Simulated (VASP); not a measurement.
Runs of VASP 6.6.1 on SnF. The structure is that of space group P4/mmm (No. 123), or close to it. The cells are those of the table. The cell was generated, and may not be a known phase.

```csv
task,cell,k mesh,gap on the mesh (eV),pressure (GPa),relaxed volume (Å³/atom)
single point,"a = 3.110, b = 3.110, c = 4.139 Å, 2 atoms",6 × 6 × 4,none,11.1,-
single point,"a = 3.134, b = 3.134, c = 4.446 Å, 2 atoms",6 × 6 × 4,none,0.0,-
single point,"a = 3.108, b = 3.108, c = 4.443 Å, 2 atoms",18 × 18 × 12,none,0.0,-
relaxation of cell and atoms,"relaxed from a = 3.134, b = 3.134, c = 4.446 Å, 2 atoms",18 × 18 × 12,none,0.0,21.36
relaxation of cell and atoms,"relaxed from a = 3.110, b = 3.110, c = 4.139 Å, 2 atoms",6 × 6 × 4,none,0.2,(a)
```

Alike in all rows: level PBE; potentials or basis VASP PAW PBE potentials, release 64 (Sn_d, F); no spin polarisation; cutoff (eV) 600; smearing gaussian 0.1 eV.

Problem. Estimate the missing entries.

Solution. (a) 21.68.

Caveats: some runs use coarse meshes; spin-orbit coupling is left out, which moves the levels of the heavy elements; an odd number of electrons without spin polarisation forces a metal; a magnetic or distorted state may lie lower.

A k mesh can miss the band edges, and the runs leave out spin-orbit coupling on Sn.

A gap of «none» marks levels without a gap at the run's occupations.
